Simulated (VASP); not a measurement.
# W (I4/mmm) in VASP: further runs, part 2 of 2

VASP 6.6.1. Earlier steps stand in the parts before.

### 4 Single point, PBEsol

This run uses another cell than the first one, of the same volume but with other edges.

The input, INCAR:

```
ALGO = Fast ; EDIFF = 1E-6
ENCUT = 520 ; GGA = PS
ISIF = 2 ; ISMEAR = 0
LASPH = True ; LCHARG = False
LREAL = False ; LWAVE = False
NBANDS = 13 ; NELM = 100
PREC = Accurate ; SIGMA = 0.15
```

The input, KPOINTS:

```
k-points
0
Gamma
  22 22 22
```

The input, POSCAR:

```
W
1.0
    0.0000000000      1.9103031386      2.2923637664
    1.9103031386      0.0000000000      2.2923637664
    1.9103031386      1.9103031386      0.0000000000
W
1
Direct
    0.0000000000      0.0000000000      0.0000000000
```

Launch:

```console
> cat potpaw_PBE.64/W_sv/POTCAR > POTCAR
> mpirun -np 1 vasp_std > vasp.out
```

Run time: 85 s. Hardware: 1 thread of AMD EPYC 9R45 (Zen 5), shared host; peak memory 0.24 GiB.

Results (log left out):

```
Free energy            : -13.3893 eV
Pressure               : -11.4 GPa
Band gap on the k mesh : zero (band 7 reaches 13.92 eV, above the bottom of band 8 at 9.79 eV)
```

Stress tensor (GPa, compression positive):
```
-11.42   0.00   0.00
  0.00 -11.42   0.00
  0.00   0.00 -11.23
```

Levels at points of the mesh, in eV from the Fermi level:
```csv
k point,band 4,band 5,band 6,band 7,band 8,band 9,band 10,band 11
"(0.00, 0.00, 0.00)",-37.66,-9.27,-2.46,-0.06,0.15,0.15,3.78,12.91
"(0.50, 0.00, 0.00)",-37.67,-5.86,-2.30,0.16,0.31,3.94,4.75,10.07
"(0.50, 0.50, 0.00)",-37.86,-5.95,-4.62,0.46,4.89,4.96,4.96,9.50
"(0.50, 0.00, 0.50)",-38.10,-5.73,-4.66,3.47,3.67,3.84,6.79,9.38
```

Caveat: the PAW data sets were made with another functional, which shifts forces and pressure a little; spin-orbit coupling is left out, which moves the levels of the heavy elements.

### 5 Single point, PBEsol

This run uses another cell than the first one, of the same volume but with other edges.

The input, INCAR:

```
SYSTEM = W
  PREC = Accurate
  ENCUT = 520
  EDIFF = 1E-7
  ISMEAR = 0
  SIGMA = 0.15
  LREAL = .FALSE.
  LASPH = .TRUE.
  NELM = 60
  ALGO = Fast
  ISIF = 2
  LWAVE = .FALSE.
  LCHARG = .FALSE.
  GGA = PS
  NBANDS = 13
```

The input, KPOINTS:

```
regular mesh
0
G
  22 22 22
  0 0 0
```

The input, POSCAR:

```
W
1.0
    0.0000000000      2.2052838839      1.7201214295
    2.2052838839      0.0000000000      1.7201214295
    2.2052838839      2.2052838839      0.0000000000
W
1
Direct
    0.0000000000      0.0000000000      0.0000000000
```

Potentials or basis: VASP PAW PBE potentials, release 64 (W_sv).

Launch:

```console
> cat potpaw_PBE.64/W_sv/POTCAR > POTCAR
> mpirun -np 1 vasp_std > vasp.out
```

OUTCAR:

```text
SYSTEM = W
   PREC = Accurate
   ENCUT = 520
   EDIFF = 1E-7
   ISMEAR = 0
   LREAL = .FALSE.
   LASPH = .TRUE.
   NELM = 60
   ISIF = 2
   GGA = PS

 ion  position               nearest neighbor table
   1  0.000  0.000  0.000-

  LATTYP: Found a body centered tetragonal cell.
 ALAT       =     3.1187423775
 C/A-ratio  =     1.1030865787

  Lattice vectors:

[... 556 lines left out ...]
      2     -28.4012      2.00000
      3     -27.6429      2.00000
      4     -27.3573      2.00000
      5       4.6368      2.00000
      6       7.7763      2.00000
      7      10.1882      1.99581
      8      11.6608      0.00000
      9      13.8637      0.00000
     10      15.7177      0.00000
     11      20.6550      0.00000
     12      22.4407      0.00000
     13      27.5193      0.00000

 [... further k-points ...]
[... 5 lines left out ...]
  --------------------------------------------------------------------------------------
  -------------------------------------------------------------------------------------
  Total       -0.9197094     -0.9197094     -3.3333501      0.0000000      0.0000000     -0.0000000
  in kB      -88.0730646    -88.0730646   -319.2077297      0.0000000      0.0000000     -0.0000000
  external PRESSURE =    -165.1179530 kB  Pullay stress =       0.0000000 kB

 VOLUME and BASIS-vectors are now :
 -----------------------------------------------------------------------------
  energy-cutoff  :      520.00
  volume of cell :       16.73
      direct lattice vectors                 reciprocal lattice vectors
     0.000000000  2.205283884  1.720121430    -0.226728179  0.226728179  0.290677153
     2.205283884  0.000000000  1.720121430     0.226728179 -0.226728179  0.290677153
     2.205283884  2.205283884  0.000000000     0.226728179  0.226728179 -0.290677153

 POSITION                                       TOTAL-FORCE (eV/Angst)
 -----------------------------------------------------------------------------------
      0.00000      0.00000      0.00000        -0.000000      0.000000      0.000000
 -----------------------------------------------------------------------------------
    total drift:                               -0.000000     -0.000000     -0.000000

  FREE ENERGIE OF THE ION-ELECTRON SYSTEM (eV)
  ---------------------------------------------------
  free  energy   TOTEN  =       -13.6628321594 eV

  energy  without entropy=      -13.6567076454  energy(sigma->0) =      -13.65976990
```

stdout:

```text
POSCAR found type information on POSCAR W
 POSCAR found :  1 types and       1 ions
 scaLAPACK will be used
 -----------------------------------------------------------------------------
|                                                                             |
|                                                                             |
|     You enforced a specific xc type in the INCAR file but a different       |
|     I HOPE YOU KNOW WHAT YOU ARE DOING!                                     |
|                                                                             |
 -----------------------------------------------------------------------------

 LDA part: xc-table for (Slater+PW92), standard interpolation
 POSCAR, INCAR and KPOINTS ok, starting setup
 FFT: planning ... GRIDC
 FFT: planning ... GRID_SOFT
 FFT: planning ... GRID
 WAVECAR not read
 entering main loop
WARNING in EDDRMM: call to ZHEGV failed, returncode =   8  4     13
WARNING in EDDRMM: call to ZHEGV failed, returncode =   8  4     13
WARNING in EDDRMM: call to ZHEGV failed, returncode =   8  4     11
WARNING in EDDRMM: call to ZHEGV failed, returncode =   8  4     12
WARNING in EDDRMM: call to ZHEGV failed, returncode =   6  3     11
WARNING in EDDRMM: call to ZHEGV failed, returncode =   8  4     12
WARNING in EDDRMM: call to ZHEGV failed, returncode =   8  4     12
WARNING in EDDRMM: call to ZHEGV failed, returncode =   8  4     13
WARNING in EDDRMM: call to ZHEGV failed, returncode =   8  4     13
```

It took 1.7 min on 1 thread of AMD EPYC 9R45 (Zen 5), shared host; peak memory 0.25 GiB.

Results:

```yaml
Free_energy: -13.6628 eV
Pressure: -16.5 GPa
Band_gap_on_the_k_mesh: zero (band 7 reaches 15.07 eV, above the bottom of band 8 at 9.64 eV)
```

Levels at points of the mesh, in eV from the Fermi level:
```csv
k point,band 4,band 5,band 6,band 7,band 8,band 9,band 10,band 11
"(0.00, 0.00, 0.00)",-37.82,-9.33,-1.40,-1.40,-0.28,1.28,2.74,13.41
"(0.50, 0.00, 0.00)",-37.83,-5.94,-2.83,0.35,1.06,3.14,5.51,9.98
"(0.50, 0.50, 0.00)",-38.50,-5.55,-5.26,4.58,4.97,4.97,6.17,8.74
"(0.50, 0.00, 0.50)",-37.89,-5.89,-4.02,1.05,3.02,3.48,5.86,10.73
```

Caveat: the PAW data sets were made with another functional, which shifts forces and pressure a little; spin-orbit coupling is left out, which moves the levels of the heavy elements.

### 6 Overview

```tsv
cell	further INCAR settings	gap on the mesh (eV)	pressure (GPa)
a = 3.132, b = 3.132, c = 2.558 Å, angles 65.9, 65.9, 48.2°, 1 atom	ALGO = Fast; EDIFF = 1e-07; NBANDS = 13	none	-3.1
a = 2.813, b = 2.813, c = 3.031 Å, angles 57.4, 57.4, 65.2°, 1 atom	ALGO = Fast; EDIFF = 1e-07; NBANDS = 13	none	-14.2
a = 2.984, b = 2.984, c = 2.702 Å, angles 63.1, 63.1, 53.8°, 1 atom	ALGO = Fast; EDIFF = 1e-06; NBANDS = 13	none	-11.4
a = 2.797, b = 2.797, c = 3.119 Å, angles 56.1, 56.1, 67.8°, 1 atom	ALGO = Fast; EDIFF = 1e-07; NBANDS = 13	none	-16.5
```

Alike in all rows: task single point; level PBEsol; potentials or basis VASP PAW PBE potentials, release 64 (W_sv); no spin polarisation; k mesh 22 × 22 × 22; cutoff (eV) 520; smearing gaussian 0.15 eV.

Caveats: the PAW data sets were made with another functional, which shifts forces and pressure a little; spin-orbit coupling is left out, which moves the levels of the heavy elements.

Total energies depend on the potentials used, so only differences within one code and one set of settings carry meaning.
